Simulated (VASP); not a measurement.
Runs of VASP 6.6.1 on Zr. The structure is that of space group P6_3/mmc (No. 194), or close to it. The cells are those of the table. 

```tsv
task	cell	gap on the mesh (eV)	pressure (GPa)
single point	a = 3.167, b = 3.167, c = 5.147 Å, angles 90.0, 90.0, 120.0°, 2 atoms	none	-2.5
single point	a = 3.232, b = 3.232, c = 5.096 Å, angles 90.0, 90.0, 120.0°, 2 atoms	none	-5.1
single point	a = 3.232, b = 3.232, c = 5.250 Å, angles 90.0, 90.0, 120.0°, 2 atoms	none	-7.7
single point	a = 3.232, b = 3.232, c = 5.044 Å, angles 90.0, 90.0, 120.0°, 2 atoms	none	-4.2
electric field gradients	a = 3.295, b = 3.295, c = 5.248 Å, angles 90.0, 90.0, 120.0°, 2 atoms	none	(b)
electric field gradients	a = 3.232, b = 3.232, c = 5.044 Å, angles 90.0, 90.0, 120.0°, 2 atoms	none	-4.2
single point	a = 3.264, b = 3.264, c = 5.147 Å, angles 90.0, 90.0, 120.0°, 2 atoms	none	-7.6
electric field gradients	a = 3.232, b = 3.204, c = 5.148 Å, angles 89.6, 88.8, 119.1°, 2 atoms	none	-6.0
single point	a = 3.232, b = 3.232, c = 5.198 Å, angles 90.0, 90.0, 120.0°, 2 atoms	none	-6.9
single point	a = 3.200, b = 3.200, c = 5.147 Å, angles 90.0, 90.0, 120.0°, 2 atoms	none	(a)
electric field gradients	a = 3.167, b = 3.167, c = 5.147 Å, angles 90.0, 90.0, 120.0°, 2 atoms	none	-2.5
```

Alike in all rows: level LDA; potentials or basis VASP PAW LDA potentials, release 64 (Zr_sv); no spin polarisation; k mesh 13 × 13 × 7; cutoff (eV) 520; smearing fermi-dirac 0.03 eV.

Estimate the missing entries.

(a) -4.3; (b) -10.4.

A k mesh can miss the band edges, and the runs leave out spin-orbit coupling on Zr.

A gap of «none» marks levels without a gap at the run's occupations.
